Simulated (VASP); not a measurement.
# P in VASP: a series of runs

The runs below take P through single point, with r2SCAN.

Everything below comes from runs of VASP 6.6.1. Logs are shortened: lines on timing, memory, paths and dates and some standing lists are left out, and cuts for length are marked.

## 1. The cell of the first run

The cell holds a slab with vacuum, 2 atoms: a = 3.154 Å, b = 3.154 Å, c = 28.000 Å, α = 90.00°, β = 90.00°, γ = 120.00°.

## 2. Single point, r2SCAN

Contents of POSCAR:

```
P
1.0
    3.1540000000      0.0000000000      0.0000000000
   -1.5770000000      2.7314441236      0.0000000000
    0.0000000000      0.0000000000     28.0000000000
P
2
Direct
    0.3333333333      0.6666666667      0.5187321429
    0.6666666667      0.3333333333      0.4812678571
```

Contents of INCAR.step1:

```
SYSTEM = P
PREC = Accurate ; ENCUT = 520
ISMEAR = 0 ; SIGMA = 0.02
LREAL = .False. ; LASPH = .True.
NELM = 80 ; LDIPOL = .True.
IDIPOL = 3 ; DIPOL = 0.5 0.5 0.500
NBANDS = 12 ; GGA = PE
ALGO = Normal ; EDIFF = 1E-4
LWAVE = .True. ; LCHARG = .False.
```

Contents of INCAR.step2:

```
SYSTEM = P
PREC = Accurate ; ENCUT = 520
EDIFF = 1E-7 ; ISMEAR = 0
SIGMA = 0.02 ; LREAL = .False.
LASPH = .True. ; NELM = 80
ALGO = Normal ; ISIF = 2
LWAVE = .False. ; LCHARG = .True.
LDIPOL = .True. ; IDIPOL = 3
DIPOL = 0.5 0.5 0.500 ; METAGGA = R2SCAN
LMIXTAU = .True. ; LELF = .True.
LVHAR = .True. ; LVACPOTAV = .True.
NBANDS = 12 ; ISTART = 1
```

Contents of KPOINTS:

```
regular mesh
0
Gamma
  9 9 1
  0 0 0
```

Potentials or basis: VASP PAW PBE potentials, release 64 (P).

On the command line:

```console
> cat potpaw_PBE.64/P/POTCAR > POTCAR
> cp INCAR.step1 INCAR
> mpirun -np 1 vasp_std > vasp.out
> cp INCAR.step2 INCAR
> mpirun -np 1 vasp_std > vasp.out
```

OUTCAR:

```text
SYSTEM = P
   PREC = Accurate
   ENCUT = 520
   EDIFF = 1E-7
   ISMEAR = 0
   LREAL = .False.
   LASPH = .True.
   NELM = 80
   ISIF = 2
   METAGGA = R2SCAN
   ISTART = 1

 ion  position               nearest neighbor table
   1  0.333  0.667  0.519-   2 2.10   2 2.10   2 2.10
   2  0.667  0.333  0.481-   1 2.10   1 2.10   1 2.10

  LATTYP: Found a hexagonal cell.
 ALAT       =     3.1540000000
 C/A-ratio  =     8.8776157261

  Lattice vectors:

 A1 = (   3.1540000000,   0.0000000000,   0.0000000000)
 A2 = (  -1.5770000000,   2.7314441236,   0.0000000000)
 A3 = (   0.0000000000,   0.0000000000,  28.0000000000)

Analysis of symmetry for initial positions (statically):
=====================================================================
 Subroutine PRICEL returns:
 Original cell was already a primitive cell.

 Routine SETGRP: Setting up the symmetry group for a
 hexagonal supercell.

 Subroutine GETGRP returns: Found 12 space group operations
 (whereof 12 operations were pure point group operations)
 out of a pool of 24 trial point group operations.

The static configuration has the point symmetry D_3d.

Analysis of symmetry for dynamics (positions and initial velocities):
=====================================================================
 Subroutine PRICEL returns:
 Original cell was already a primitive cell.

 Routine SETGRP: Setting up the symmetry group for a
 hexagonal supercell.

 Subroutine GETGRP returns: Found 12 space group operations
 (whereof 12 operations were pure point group operations)
 out of a pool of 24 trial point group operations.

The dynamic configuration has the point symmetry D_3d.

 Subroutine INISYM returns: Found 12 space group operations
 (whereof 12 operations are pure point group operations),
 and found     1 'primitive' translations

----------------------------------------------------------------------------------------

                                     Primitive cell

  volume of cell :     241.2193

  direct lattice vectors                    reciprocal lattice vectors
     3.154000000  0.000000000  0.000000000     0.317057705  0.183053351  0.000000000
    -1.577000000  2.731444124  0.000000000     0.000000000  0.366106702  0.000000000
     0.000000000  0.000000000 28.000000000     0.000000000  0.000000000  0.035714286

  length of vectors
     3.154000000  3.154000000 28.000000000     0.366106702  0.366106702  0.035714286

  position of ions in fractional coordinates (direct lattice)
     0.333333333  0.666666667  0.518732143
     0.666666667  0.333333333  0.481267857

  ion indices of the primitive-cell ions
   primitive index   ion index
                 1           1
                 2           2

----------------------------------------------------------------------------------------

 KPOINTS: regular mesh

Automatic generation of k-mesh.
 Grid dimensions read from file:
 generate k-points for:    9    9    1

 Generating k-lattice:

  Cartesian coordinates                     Fractional coordinates (reciprocal lattice)
     0.035228634  0.020339261  0.000000000     0.111111111  0.000000000  0.000000000
     0.000000000  0.040678522  0.000000000     0.000000000  0.111111111  0.000000000
     0.000000000  0.000000000  0.035714286     0.000000000  0.000000000  1.000000000

  Length of vectors
     0.040678522  0.040678522  0.035714286

  Shift w.r.t. Gamma in fractional coordinates (k-lattice)
     0.000000000  0.000000000  0.000000000

 Subroutine IBZKPT returns following result:
 ===========================================

 Found     12 irreducible k-points:

 Following reciprocal coordinates:
            Coordinates               Weight
  0.000000  0.000000  0.000000      1.000000
  0.111111  0.000000  0.000000      6.000000
  0.222222  0.000000  0.000000      6.000000
  0.333333  0.000000  0.000000      6.000000
  0.444444  0.000000  0.000000      6.000000
  0.111111  0.111111  0.000000      6.000000
  0.222222  0.111111  0.000000     12.000000
  0.333333  0.111111  0.000000     12.000000
  0.444444  0.111111  0.000000      6.000000
  0.222222  0.222222  0.000000      6.000000
  0.333333  0.222222  0.000000     12.000000
  0.333333  0.333333  0.000000      2.000000
   k-points           NKPTS =     12   k-points in BZ     NKDIM =     12   number of bands    NBANDS=     12
   number of dos      NEDOS =    301   number of ions     NIONS =      2
   total plane-waves  NPLWV = 120960
   dimension x,y,z NGX =    24 NGY =   24 NGZ =  210
   dimension x,y,z NGXF=    48 NGYF=   48 NGZF=  420
   ions per type =               2
   NGX,Y,Z   is equivalent  to a cutoff of  12.65, 12.65, 12.47 a.u.
   NGXF,Y,Z  is equivalent  to a cutoff of  25.30, 25.30, 24.94 a.u.
 SYSTEM =  P
   PREC   = accura    normal or accurate (medium, high low for compatibility)
   ISTART =      1    job   : 0-new  1-cont  2-samecut
   ICHARG =      0    charge: 1-file 2-atom 10-const
   ISPIN  =      1    spin polarized calculation?
   LNONCOLLINEAR =      F non collinear calculations
   LSORBIT =      F    spin-orbit coupling
   LASPH  =      T    aspherical Exc in radial PAW
   ENCUT  =  520.0 eV  38.22 Ry    6.18 a.u.   5.86  5.86 52.06*2*pi/ulx,y,z
   NELM   =     80;   NELMIN=  2; NELMDL=  0     # of ELM steps
   EDIFF  = 0.1E-06   stopping-criterion for ELM
   LREAL  =      F    real-space projection
   EDIFFG = 0.1E-05   stopping-criterion for IOM
   NSW    =      0    number of steps for IOM
   IBRION =     -1    ionic relax: 0-MD 1-quasi-New 2-CG
   NFREE  =      0    steps in history (QN), initial steepest desc. (CG)
   ISIF   =      2    stress and relaxation
   ISYM   =      2    0-nonsym 1-usesym 2-fastsym
   POTIM  = 0.5000    time-step for ionic-motion
   TEBEG  =    0.0;   TEEND  =   0.0 temperature during run
   PSTRESS=    0.0 pullay stress
   NELECT =      10.0000    total number of electrons
   NUPDOWN=      -1.0000    fix difference up-down
   EMIN   =  10.00;   EMAX   =-10.00  energy-range for DOS
   EFERMI =   0.00;   METHOD = LEGACY
   ISMEAR =     0;   SIGMA  =   0.02  broadening in eV -4-tet -1-fermi 0-gaus
   EFERMI_NEDOS =   21; number of points for ismear=-14 and -15
   IALGO  =     38    algorithm
   IMIX   =      4    mixing-type and parameters
     AMIX     =   0.40;   BMIX     =  1.00
     AMIX_MAG =   1.60;   BMIX_MAG =  1.00
  volume/ion in A,a.u.               =     120.61       813.91
  Fermi-wavevector in a.u.,A,eV,Ry     =   0.566592  1.070705  4.367838  0.321027
  Thomas-Fermi vector in A             =   1.605053
   LORBIT       =      0    0 simple, 1 ext, 2 COOP (PROOUT), +10 PAW based schemes
   METAGGA = R2SCAN    functional components
   LHFCALC =     F    Hartree Fock is set to
   AEXX    =    0.0000 exact exchange contribution
   IVDW    =     0    specifies the selected vdW correction
   LEPSILON=     F    determine dielectric tensor
   LRPA    =     F    only Hartree local field effects (RPA)
 non-spin polarized calculation
 Gauss-broadening in eV      SIGMA  =   0.02
  energy-cutoff  :      520.00
  volume of cell :      241.22
 maximum number of plane-waves:      6528
 NGX is ok and might be reduce to    24
   NGX = 11   NGY = 11   NGZ =105

 number of electron      10.0000000 magnetization

 dipolmoment           0.000000      0.000000     -0.000000 electrons x Angstroem

 Free energy of the ion-electron system (eV)
  ---------------------------------------------------
  ext. energy  EPLUGINS =         0.00000000
  ---------------------------------------------------
  free energy    TOTEN  =       -17.42381043 eV

  energy without entropy =      -17.42381043  energy(sigma->0) =      -17.42381043

 E-fermi :  -4.2899     XC(G=0):  -1.8567

 val. band max:       -4.4511673518   @ k =   0.2222   0.1111   0.0000
 cond. band min:      -3.1938846267   @ k =   0.4444   0.0000   0.0000
 fundamental gap:      1.2572827251
 Fermi energy:        -4.2899497435

 k-point     1 :       0.0000    0.0000    0.0000
  band No.  band energies     occupation
      1     -21.3628      2.00000
      2     -11.5437      2.00000
      3      -5.9800      2.00000
      4      -5.9800      2.00000
      5      -4.8875      2.00000
      6      -0.9188      0.00000
      7      -0.9188      0.00000
      8      -0.2527      0.00000
      9       1.3968      0.00000
     10       1.8199      0.00000
     11       2.1242      0.00000
     12       2.2613      0.00000

 k-point     2 :       0.1111    0.0000    0.0000
  band No.  band energies     occupation
      1     -21.1331      2.00000
      2     -11.3515      2.00000
      3      -7.4730      2.00000
      4      -6.4592      2.00000
      5      -4.7545      2.00000
      6      -1.3353      0.00000
      7      -0.1388      0.00000
      8       1.0689      0.00000
      9       1.7127      0.00000
     10       2.0516      0.00000
     11       2.3403      0.00000
     12       2.5157      0.00000

 k-point     3 :       0.2222    0.0000    0.0000
  band No.  band energies     occupation
      1     -20.4518      2.00000
      2     -11.0612      2.00000
      3      -9.7833      2.00000
      4      -7.3289      2.00000
      5      -4.4862      2.00000
      6      -2.2791      0.00000
      7       1.1610      0.00000
      8       1.2996      0.00000
      9       2.3555      0.00000
     10       2.8436      0.00000
     11       3.1577      0.00000
     12       3.2494      0.00000

 k-point     4 :       0.3333    0.0000    0.0000
  band No.  band energies     occupation
      1     -19.3531      2.00000
      2     -12.9751      2.00000
      3      -9.4558      2.00000
      4      -8.0416      2.00000
      5      -4.7249      2.00000
      6      -2.9314      0.00000
      7      -0.2504      0.00000
      8       1.8702      0.00000
      9       3.6013      0.00000
     10       3.7354      0.00000
     11       4.1510      0.00000
     12       4.4805      0.00000

 k-point     5 :       0.4444    0.0000    0.0000
  band No.  band energies     occupation
      1     -18.0254      2.00000
      2     -15.0472      2.00000
      3      -8.4223      2.00000
      4      -8.3086      2.00000
      5      -5.8193      2.00000
      6      -3.1939      0.00000
      7      -0.3964      0.00000
      8       1.8111      0.00000
      9       2.6893      0.00000
     10       5.3390      0.00000
     11       5.8141      0.00000
     12       6.0909      0.00000
[... 48 lines left out ...]
      1     -17.5003      2.00000
      2     -15.4449      2.00000
      3      -9.6522      2.00000
      4      -7.7598      2.00000
      5      -6.0816      2.00000
      6      -1.7655      0.00000
      7      -0.6516      0.00000
      8       1.4694      0.00000
      9       2.6069      0.00000
     10       6.5174      0.00000
     11       6.6235      0.00000
     12       6.9445      0.00000

 k-point    10 :       0.2222    0.2222    0.0000
  band No.  band energies     occupation
      1     -18.7038      2.00000
      2     -13.3696      2.00000
      3     -10.3464      2.00000
      4      -8.8167      2.00000
      5      -4.8199      2.00000
      6      -0.5809      0.00000
      7      -0.1062      0.00000
      8       1.8937      0.00000
      9       2.1951      0.00000
     10       4.2942      0.00000
     11       4.8288      0.00000
     12       4.8582      0.00000

 k-point    11 :       0.3333    0.2222    0.0000
  band No.  band energies     occupation
      1     -17.3635      2.00000
      2     -15.0253      2.00000
      3     -11.1907      2.00000
      4      -7.6275      2.00000
      5      -5.7637      2.00000
      6      -1.4900      0.00000
      7       0.8231      0.00000
      8       1.5890      0.00000
      9       3.2741      0.00000
     10       5.0124      0.00000
     11       6.0646      0.00000
     12       6.2668      0.00000

 k-point    12 :       0.3333    0.3333    0.0000
  band No.  band energies     occupation
      1     -16.0939      2.00000
      2     -16.0939      2.00000
      3     -11.9664      2.00000
      4      -6.5627      2.00000
      5      -6.5627      2.00000
      6      -2.1287      0.00000
      7       2.2186      0.00000
      8       2.2186      0.00000
      9       3.6596      0.00000
     10       5.3910      0.00000
     11       5.3910      0.00000
     12       6.0275      0.00000

------------------------ aborting loop because EDIFF is reached ----------------------------------------

 vacuum level on the upper side and lower side of the slab       (xc-potential included)        -0.028        -0.028

  FORCE on cell =-STRESS in cart. coord.  units (eV):
  Direction    XX          YY          ZZ          XY          YZ          ZX
  --------------------------------------------------------------------------------------
  -------------------------------------------------------------------------------------
  Total        4.0670097      4.0670097      3.9553692      0.0000000      0.0000000      0.0000000
  in kB       27.0130578     27.0130578     26.2715425      0.0000000      0.0000000      0.0000000
  external PRESSURE =      26.7658860 kB  Pullay stress =       0.0000000 kB

 VOLUME and BASIS-vectors are now :
 -----------------------------------------------------------------------------
  energy-cutoff  :      520.00
  volume of cell :      241.22
      direct lattice vectors                 reciprocal lattice vectors
     3.154000000  0.000000000  0.000000000     0.317057705  0.183053351  0.000000000
    -1.577000000  2.731444124  0.000000000     0.000000000  0.366106702  0.000000000
     0.000000000  0.000000000 28.000000000     0.000000000  0.000000000  0.035714286

 POSITION                                       TOTAL-FORCE (eV/Angst)
 -----------------------------------------------------------------------------------
     -0.00000      1.82096     14.52450        -0.000000      0.000000      3.781945
      1.57700      0.91048     13.47550         0.000000     -0.000000     -3.781945
 -----------------------------------------------------------------------------------
    total drift:                                0.000000     -0.000000     -0.000000

  FREE ENERGIE OF THE ION-ELECTRON SYSTEM (eV)
  ---------------------------------------------------
  free  energy   TOTEN  =       -17.4238104251 eV

  energy  without entropy=      -17.4238104251  energy(sigma->0) =      -17.42381043

 vacuum level on the upper side and lower side of the slab         1.838         1.838
```

Wall time 2.6 min (1 thread of AMD EPYC 9R45 (Zen 5), shared host); peak memory 0.34 GiB.

Results:

| Property | Result |
| --- | --- |
| Free energy | -17.4238 eV |
| Largest force | 3.782 eV/Å |
| Band gap on the k mesh | 1.26 eV (least direct gap 1.79 eV) |
| Ionisation potential of the upper face | 6.29 eV |

Forces in eV/Å, atoms in the order of the input:
```
P    0.000  0.000  3.782
P    0.000  0.000 -3.782
```

Levels at points of the mesh, in eV from the valence-band top:
| k point | band 1 | band 2 | band 3 | band 4 | band 5 | band 6 | band 7 | band 8 | band 9 | band 10 |
| --- | --- | --- | --- | --- | --- | --- | --- | --- | --- | --- |
| (0.00, 0.00, 0.00) | -16.91 | -7.09 | -1.53 | -1.53 | -0.44 | 3.53 | 3.53 | 4.20 | 5.85 | 6.27 |

Caveat: the PAW data sets were made with another functional, which shifts forces and pressure a little.

## 3. Single point, r2SCAN

Contents of POSCAR:

```
P
1.0
    3.1540000000      0.0000000000      0.0000000000
   -1.5770000000      2.7314441236      0.0000000000
    0.0000000000      0.0000000000     28.0000000000
P
2
Direct
    0.3333333333      0.6666666667      0.5280892857
    0.6666666667      0.3333333333      0.4719107143
```

Contents of INCAR.step1:

```
SYSTEM = P
PREC = Accurate
ENCUT = 520
ISMEAR = 0
SIGMA = 0.02
LREAL = .False.
LASPH = .True.
NELM = 60
LDIPOL = .True.
IDIPOL = 3
DIPOL = 0.5 0.5 0.500
NBANDS = 12
GGA = PE
ALGO = Normal
EDIFF = 1E-4
LWAVE = .True.
LCHARG = .False.
```

Contents of INCAR.step2:

```
SYSTEM = P
PREC = Accurate
ENCUT = 520
EDIFF = 1E-7
ISMEAR = 0
SIGMA = 0.02
LREAL = .False.
LASPH = .True.
NELM = 60
ALGO = Normal
ISIF = 2
LWAVE = .False.
LCHARG = .True.
LDIPOL = .True.
IDIPOL = 3
DIPOL = 0.5 0.5 0.500
METAGGA = R2SCAN
LMIXTAU = .True.
LELF = .True.
LVHAR = .True.
LVACPOTAV = .True.
NBANDS = 12
ISTART = 1
```

Contents of KPOINTS:

```
Automatic mesh
0
Gamma
  9 9 1
  0 0 0
```

Potentials or basis: VASP PAW PBE potentials, release 64 (P).

On the command line:

```console
> cat potpaw_PBE.64/P/POTCAR > POTCAR
> cp INCAR.step1 INCAR
> mpirun -np 1 vasp_std > vasp.out
> cp INCAR.step2 INCAR
> mpirun -np 1 vasp_std > vasp.out
```

It took 2.6 min on 1 thread of AMD EPYC 9R45 (Zen 5), shared host; peak memory 0.34 GiB.

The run converged. Its results:

```
Free energy                     : -16.9107 eV
Largest force                   : 4.577 eV/Å
Band gap on the k mesh          : zero (bands 5 and 6 overlap by 0.86 eV)
Work function of the upper face : 4.10 eV
Work function of the lower face : 4.10 eV
```

Forces in eV/Å, atoms in the order of the input:
```
P    0.000  0.000 -4.577
P    0.000  0.000  4.577
```

Levels at points of the mesh, in eV from the Fermi level:
```tsv
k point	band 1	band 2	band 3	band 4	band 5	band 6	band 7	band 8	band 9	band 10
(0.00, 0.00, 0.00)	-15.74	-9.59	-3.51	0.38	0.38	3.01	3.48	3.48	4.07	4.37
```

Caveat: the PAW data sets were made with another functional, which shifts forces and pressure a little.

[end of part 1 of 2]
